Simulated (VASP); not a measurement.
Write the native input for VASP 6.6.1 that does the following.

| Item | Value |
| --- | --- |
| Task | single point |
| Functional | PBE |
| Potentials or basis | VASP PAW PBE potentials, release 64 (Cu, O) |
| Cutoff | 520 eV |
| k mesh | 4 × 4 × 4 |
| Occupations | gaussian, width 0.1 eV |
| Spin | no spin polarisation |
| Dipole correction | no |
| Further INCAR settings | ALGO = Normal; EDIFF = 1e-07; NBANDS = 25 |

The structure of CuO lies in POSCAR:

```
CuO
1.0
    2.3404404522     -1.7107783127     -0.0229301573
    2.3197430003      1.6824555157     -0.0101368612
   -0.8908838133      0.0240860588      5.0786274137
Cu O
2 2
Direct
   -0.0082652229      0.4939545091     -0.0055067082
    0.4909130835     -0.0195801087      0.4987901057
    0.5733962104      0.3983939412      0.2576963426
    0.3918683292      0.5610426818      0.7397132466
```

One way to write it, as run:

INCAR

```
SYSTEM = CuO
  ALGO = Normal
  EDIFF = 1E-7
  ENCUT = 520
  GGA = PE
  ISIF = 2
  ISMEAR = 0
  LASPH = .TRUE.
  LCHARG = .FALSE.
  LREAL = .FALSE.
  LWAVE = .FALSE.
  NBANDS = 25
  NELM = 60
  PREC = Accurate
  SIGMA = 0.1
```

KPOINTS

```
k-points
0
G
  4 4 4
  0 0 0
```

Potentials or basis: VASP PAW PBE potentials, release 64 (Cu, O).

Command:

```bash
$ cat potpaw_PBE.64/Cu/POTCAR potpaw_PBE.64/O/POTCAR > POTCAR
$ mpirun -np 1 vasp_std > vasp.out
```

Results of the run:

| Property | Result |
| --- | --- |
| Pressure | 7.8 GPa |
| Largest force | 0.844 eV/Å |
| Band gap on the k mesh | zero (bands 17 and 18 overlap by 0.56 eV) |

Caveat: the k points lie up to 0.58 Å⁻¹ apart, too coarse for converged energies and pressures of a metal; semilocal functionals often make such compounds metallic where correlation or magnetic order opens a gap, which also shifts bond lengths.

Run time: 18 s on 1 thread of Intel(R) Xeon(R) 6975P-C (Granite Rapids) (shared host), peak memory 0.17 GiB.
